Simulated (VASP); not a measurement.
# CoSi2 (Fm-3m) in VASP: single point with PBE

Aim: the single point of CoSi2 with PBE.

Everything below comes from runs of VASP 6.6.1. Logs are shortened: lines on timing, memory, paths and dates and some standing lists are left out, and cuts for length are marked.

### 1 The cell of the first run

The structure is cubic, space group Fm-3m (No. 225). The conventional cell has a = 5.356 Å, b = 5.356 Å, c = 5.356 Å, α = 90.00°, β = 90.00°, γ = 90.00°. Within 3.1 Å of Co (site symmetry m-3m) lie 8 Si at 2.32 Å. Si (site symmetry -43m) has 4 Co at 2.32 Å and 6 Si at 2.68 Å within 3.1 Å.

### 2 Single point, PBE, collinear spin, ferromagnetic start

Input file INCAR:

```
ALGO = Normal
EDIFF = 1E-7
ENCUT = 520
GGA = PE
ISIF = 2
ISMEAR = -1
ISPIN = 2
ISYM = 0
LASPH = T
LCHARG = F
LMAXMIX = 4
LORBIT = 11
LREAL = F
LWAVE = F
MAGMOM = 3 3 0 0 0 0
NBANDS = 30
NELM = 150
PREC = Accurate
SIGMA = 0.05
```

Input file KPOINTS:

```
k-points
0
Gamma
  7 4 7
```

Input file POSCAR:

```
CoSi2
1.0
    0.0000000000      2.6780000000      2.6780000000
    5.3560000000      0.0000000000      5.3560000000
    2.6780000000      2.6780000000      0.0000000000
Co Si
2 4
Direct
    0.0000000000      0.0000000000      0.0000000000
    0.0000000000      0.5000000000      0.0000000000
    0.2500000000      0.1250000000      0.2500000000
    0.2500000000      0.6250000000      0.2500000000
    0.7500000000      0.3750000000      0.7500000000
    0.7500000000      0.8750000000      0.7500000000
```

Potentials or basis: VASP PAW PBE potentials, release 64 (Co, Si).

The run is started by

```console
$ cat potpaw_PBE.64/Co/POTCAR potpaw_PBE.64/Si/POTCAR > POTCAR
$ mpirun -np 1 vasp_std > vasp.out
```

OUTCAR:

```text
EDIFF = 1E-7
   ENCUT = 520
   GGA = PE
   ISIF = 2
   ISMEAR = -1
   ISPIN = 2
   ISYM = 0
   LASPH = T
   LORBIT = 11
   LREAL = F
   NELM = 150
   PREC = Accurate

 ion  position               nearest neighbor table
   1  0.000  0.000  0.000-   6 2.32   3 2.32   3 2.32   4 2.32   5 2.32   6 2.32   6 2.32   3 2.32

   2  0.000  0.500  0.000-   5 2.32   4 2.32   3 2.32   4 2.32   5 2.32   6 2.32   5 2.32   4 2.32

   3  0.250  0.125  0.250-   1 2.32   1 2.32   1 2.32   2 2.32   6 2.68   5 2.68   6 2.68   5 2.68
                             6 2.68   5 2.68
   4  0.250  0.625  0.250-   2 2.32   2 2.32   1 2.32   2 2.32   5 2.68   5 2.68   6 2.68   5 2.68
                             6 2.68   6 2.68
   5  0.750  0.375  0.750-   2 2.32   2 2.32   1 2.32   2 2.32   3 2.68   4 2.68   3 2.68   3 2.68
                             4 2.68   4 2.68
   6  0.750  0.875  0.750-   1 2.32   2 2.32   1 2.32   1 2.32   3 2.68   4 2.68   4 2.68   3 2.68
                             4 2.68   3 2.68

IMPORTANT INFORMATION: All symmetrisations will be switched off!
NOSYMM: (Re-)initialisation of all symmetry stuff for point group C_1.

----------------------------------------------------------------------------------------

                                     Primitive cell

  volume of cell :      76.8231

  direct lattice vectors                    reciprocal lattice vectors
     0.000000000  2.678000000  2.678000000    -0.186706497  0.186706497  0.186706497
     5.356000000  0.000000000  5.356000000     0.093353249 -0.093353249  0.093353249
     2.678000000  2.678000000  0.000000000     0.186706497  0.186706497 -0.186706497

  length of vectors
     3.787263920  7.574527840  3.787263920     0.323385140  0.161692570  0.323385140

  position of ions in fractional coordinates (direct lattice)
     0.000000000  0.000000000  0.000000000
     0.000000000  0.500000000  0.000000000
     0.250000000  0.125000000  0.250000000
     0.250000000  0.625000000  0.250000000
     0.750000000  0.375000000  0.750000000
     0.750000000  0.875000000  0.750000000

  ion indices of the primitive-cell ions
   primitive index   ion index
                 1           1
                 2           2
                 3           3
                 4           4
                 5           5
                 6           6

----------------------------------------------------------------------------------------

 KPOINTS: k-points

Automatic generation of k-mesh.
 Grid dimensions read from file:
 generate k-points for:    7    4    7

 Generating k-lattice:

  Cartesian coordinates                     Fractional coordinates (reciprocal lattice)
    -0.026672357  0.026672357  0.026672357     0.142857143  0.000000000  0.000000000
     0.023338312 -0.023338312  0.023338312     0.000000000  0.250000000  0.000000000
     0.026672357  0.026672357 -0.026672357     0.000000000  0.000000000  0.142857143

  Length of vectors
     0.046197877  0.040423142  0.046197877

  Shift w.r.t. Gamma in fractional coordinates (k-lattice)
     0.000000000  0.000000000  0.000000000

 -----------------------------------------------------------------------------
|                                                                             |
|           W    W    AA    RRRRR   N    N  II  N    N   GGGG   !!!           |
|           W    W   A  A   R    R  NN   N  II  NN   N  G    G  !!!           |
|           W    W  A    A  R    R  N N  N  II  N N  N  G       !!!           |
|           W WW W  AAAAAA  RRRRR   N  N N  II  N  N N  G  GGG   !            |
|           WW  WW  A    A  R   R   N   NN  II  N   NN  G    G                |
|           W    W  A    A  R    R  N    N  II  N    N   GGGG   !!!           |
|                                                                             |
|     Your reciprocal lattice and k-lattice belong to different lattice       |
|     classes:                                                                |
|                                                                             |
|        The reciprocal lattice is rhombohedral (trigonal),                   |
|        whereas your k-lattice is base-centered monoclinic.                  |
|                                                                             |
|     Results are often still useful ...                                      |
|                                                                             |
 -----------------------------------------------------------------------------

 WARNING: IBZKPT: internal override: KBLOWUP is changed to .FALSE.
      ... skipping the blow-up phase ...

 Subroutine IBZKPT returns following result:
 ===========================================

 Found     99 irreducible k-points:

 Following reciprocal coordinates:
            Coordinates               Weight
  0.000000  0.000000  0.000000      1.000000
  0.142857  0.000000  0.000000      2.000000
  0.285714  0.000000  0.000000      2.000000
  0.428571  0.000000  0.000000      2.000000
  0.000000  0.250000  0.000000      2.000000
  0.142857  0.250000  0.000000      2.000000
[... 16 lines left out ...]
  0.000000  0.250000  0.142857      2.000000
  0.142857  0.250000  0.142857      2.000000
 [... further k-points ...]
   k-points           NKPTS =     99   k-points in BZ     NKDIM =     99   number of bands    NBANDS=     30
   number of dos      NEDOS =    301   number of ions     NIONS =      6
   total plane-waves  NPLWV =  43904
   dimension x,y,z NGX =    28 NGY =   56 NGZ =   28
   dimension x,y,z NGXF=    56 NGYF=  112 NGZF=   56
   ions per type =               2   4
   NGX,Y,Z   is equivalent  to a cutoff of  12.29, 12.29, 12.29 a.u.
   NGXF,Y,Z  is equivalent  to a cutoff of  24.58, 24.58, 24.58 a.u.
 SYSTEM =  unknown system
   PREC   = accura    normal or accurate (medium, high low for compatibility)
   ISTART =      0    job   : 0-new  1-cont  2-samecut
   ICHARG =      2    charge: 1-file 2-atom 10-const
   ISPIN  =      2    spin polarized calculation?
   LNONCOLLINEAR =      F non collinear calculations
   LSORBIT =      F    spin-orbit coupling
   LASPH  =      T    aspherical Exc in radial PAW
   ENCUT  =  520.0 eV  38.22 Ry    6.18 a.u.   7.04 14.08  7.04*2*pi/ulx,y,z
   NELM   =    150;   NELMIN=  2; NELMDL= -5     # of ELM steps
   EDIFF  = 0.1E-06   stopping-criterion for ELM
   LREAL  =      F    real-space projection
   EDIFFG = 0.1E-05   stopping-criterion for IOM
   NSW    =      0    number of steps for IOM
   IBRION =     -1    ionic relax: 0-MD 1-quasi-New 2-CG
   NFREE  =      0    steps in history (QN), initial steepest desc. (CG)
   ISIF   =      2    stress and relaxation
   ISYM   =      0    0-nonsym 1-usesym 2-fastsym
   POTIM  = 0.5000    time-step for ionic-motion
   TEBEG  =    0.0;   TEEND  =   0.0 temperature during run
   PSTRESS=    0.0 pullay stress
   NELECT =      34.0000    total number of electrons
   NUPDOWN=      -1.0000    fix difference up-down
   EMIN   =  10.00;   EMAX   =-10.00  energy-range for DOS
   EFERMI =   0.00;   METHOD = LEGACY
   ISMEAR =    -1;   SIGMA  =   0.05  broadening in eV -4-tet -1-fermi 0-gaus
   EFERMI_NEDOS =   21; number of points for ismear=-14 and -15
   IALGO  =     38    algorithm
   IMIX   =      4    mixing-type and parameters
     AMIX     =   0.40;   BMIX     =  1.00
     AMIX_MAG =   1.60;   BMIX_MAG =  1.00
  volume/ion in A,a.u.               =      12.80        86.40
  Fermi-wavevector in a.u.,A,eV,Ry     =   1.247586  2.357596 21.177078  1.556471
  Thomas-Fermi vector in A             =   2.381712
   LORBIT       =     11    0 simple, 1 ext, 2 COOP (PROOUT), +10 PAW based schemes
   GGA     = PE    functional components
   LHFCALC =     F    Hartree Fock is set to
   AEXX    =    0.0000 exact exchange contribution
   IVDW    =     0    specifies the selected vdW correction
   LEPSILON=     F    determine dielectric tensor
   LRPA    =     F    only Hartree local field effects (RPA)
 spin polarized calculation
  energy-cutoff  :      520.00
  volume of cell :       76.82
 maximum number of plane-waves:      2093
   NGX = 15   NGY = 29   NGZ = 15

 number of electron      33.9999991 magnetization      -0.0003667

 number of electron      33.9999991 magnetization       0.0000231

 Free energy of the ion-electron system (eV)
  ---------------------------------------------------
  ext. energy  EPLUGINS =         0.00000000
  ---------------------------------------------------
  free energy    TOTEN  =       -38.61087832 eV

  energy without entropy =      -38.59700151  energy(sigma->0) =      -38.60393992

 E-fermi :  10.0950     XC(G=0): -11.7464

 val. band max:       10.0911617788   @ k =   0.2857   0.2500   0.2857
 cond. band min:      10.1133546317   @ k =   0.1429   0.5000   0.1429
 fundamental gap:      0.0221928529
 Fermi energy:        10.0949707056

 spin component 1

 k-point     1 :       0.0000    0.0000    0.0000
  band No.  band energies     occupation
      1      -3.0314      1.00000
      2       0.2830      1.00000
      3       0.8420      1.00000
      4       6.0096      1.00000
      5       6.0102      1.00000
      6       6.0130      1.00000
[... 21 lines left out ...]
     28      15.7611      0.00000
     29      15.7611      0.00000

 k-point     2 :       0.1429    0.0000    0.0000
  band No.  band energies     occupation
      1      -2.7224      1.00000
      2       0.1450      1.00000
      3       1.4721      1.00000
      4       5.2856      1.00000
      5       6.0411      1.00000
      6       6.1163      1.00000
[... 696 lines left out ...]
 k-point    24 :       0.1429    0.2500    0.1429
  band No.  band energies     occupation
      1      -2.7432      1.00000
      2       0.3410      1.00000
      3       1.2559      1.00000
      4       5.3373      1.00000
      5       5.9976      1.00000
      6       6.0934      1.00000
[... 21 lines left out ...]
     28      15.7995      0.00000
     29      15.9673      0.00000

 [... further k-points ...]

 spin component 2

 k-point     1 :       0.0000    0.0000    0.0000
  band No.  band energies     occupation
      1      -3.0314      1.00000
      2       0.2830      1.00000
      3       0.8420      1.00000
      4       6.0096      1.00000
      5       6.0103      1.00000
      6       6.0130      1.00000
[... 21 lines left out ...]
     28      15.7611      0.00000
     29      15.7611      0.00000

 k-point     2 :       0.1429    0.0000    0.0000
  band No.  band energies     occupation
      1      -2.7224      1.00000
      2       0.1450      1.00000
      3       1.4721      1.00000
      4       5.2856      1.00000
      5       6.0411      1.00000
      6       6.1163      1.00000
[... 696 lines left out ...]
 k-point    24 :       0.1429    0.2500    0.1429
  band No.  band energies     occupation
      1      -2.7432      1.00000
      2       0.3410      1.00000
      3       1.2559      1.00000
      4       5.3373      1.00000
      5       5.9976      1.00000
      6       6.0934      1.00000
[... 21 lines left out ...]
     28      15.7995      0.00000
     29      15.9673      0.00000

 [... further k-points ...]

 [bands above 29 left out]

------------------------ aborting loop because EDIFF is reached ----------------------------------------

  FORCE on cell =-STRESS in cart. coord.  units (eV):
  Direction    XX          YY          ZZ          XY          YZ          ZX
  --------------------------------------------------------------------------------------
  -------------------------------------------------------------------------------------
  Total        0.0480664      0.1473872      0.0480673     -0.0778371     -0.0778367      0.1325217
  in kB        1.0024451      3.0738206      1.0024644     -1.6233259     -1.6233164      2.7637961
  external PRESSURE =       1.6929100 kB  Pullay stress =       0.0000000 kB

 VOLUME and BASIS-vectors are now :
 -----------------------------------------------------------------------------
  energy-cutoff  :      520.00
  volume of cell :       76.82
      direct lattice vectors                 reciprocal lattice vectors
     0.000000000  2.678000000  2.678000000    -0.186706497  0.186706497  0.186706497
     5.356000000  0.000000000  5.356000000     0.093353249 -0.093353249  0.093353249
     2.678000000  2.678000000  0.000000000     0.186706497  0.186706497 -0.186706497

 POSITION                                       TOTAL-FORCE (eV/Angst)
 -----------------------------------------------------------------------------------
      0.00000      0.00000      0.00000        -0.000000     -0.000000      0.000000
      2.67800      0.00000      2.67800        -0.000000      0.000000     -0.000000
      1.33900      1.33900      1.33900         0.007478     -0.018028      0.007478
      4.01700      1.33900      4.01700         0.007473     -0.018024      0.007473
      4.01700      4.01700      4.01700        -0.007473      0.018024     -0.007473
      6.69500      4.01700      6.69500        -0.007478      0.018028     -0.007478
 -----------------------------------------------------------------------------------
    total drift:                               -0.000000     -0.000000     -0.000000

  FREE ENERGIE OF THE ION-ELECTRON SYSTEM (eV)
  ---------------------------------------------------
  free  energy   TOTEN  =       -38.6108783244 eV

  energy  without entropy=      -38.5970015138  energy(sigma->0) =      -38.60393992

 total charge

# of ion       s       p       d       tot
------------------------------------------
    1        0.542   0.721   7.592   8.854
    2        0.542   0.721   7.592   8.854
    3        0.716   0.874   0.000   1.590
    4        0.716   0.874   0.000   1.590
    5        0.716   0.874   0.000   1.590
    6        0.716   0.874   0.000   1.590
--------------------------------------------------
tot          3.948   4.937  15.184  24.069

 magnetization (x)

# of ion       s       p       d       tot
------------------------------------------
    1       -0.000   0.000   0.000   0.000
    2       -0.000   0.000   0.000   0.000
    3       -0.000  -0.000   0.000  -0.000
    4       -0.000  -0.000   0.000  -0.000
    5       -0.000  -0.000   0.000  -0.000
    6       -0.000  -0.000   0.000  -0.000
--------------------------------------------------
tot         -0.000  -0.000   0.000   0.000
```

It took 8.2 min on 1 thread of Intel Xeon Platinum 8259CL at 2.50GHz (Skylake/Cascade Lake), shared host; peak memory 0.46 GiB.

Results:

| Item | Value |
| --- | --- |
| Free energy | -38.6109 eV |
| Pressure | 0.2 GPa |
| Band gap on the k mesh | zero (filled and empty bands overlap) |
| Net moment | 0.00 μB per cell |
| Valence electrons inside the program's atomic spheres | Co 8.85; Si 1.59 |

Stress tensor (GPa, compression positive):
```
 0.10 -0.16  0.28
-0.16  0.31 -0.16
 0.28 -0.16  0.10
```

Levels at points of the mesh, in eV from the Fermi level:
Spin up:
```
           k point  band 14  band 15  band 16  band 17  band 18  band 19  band 20  band 21
(0.00, 0.00, 0.00)    -0.48    -0.48     0.76     2.69     3.40     3.40     3.40     3.40
(0.00, 0.50, 0.00)    -0.86     1.19     1.19     1.19     1.19     2.26     2.26     3.90
```
Spin down:
```csv
k point,band 15,band 16,band 17,band 18,band 19,band 20
"(0.00, 0.00, 0.00)",-0.48,0.76,2.69,3.40,3.40,3.40
"(0.00, 0.50, 0.00)",1.19,1.19,1.19,1.19,2.26,2.26
```

Caveat: the starting moments collapsed, and a magnetic state may lie lower.
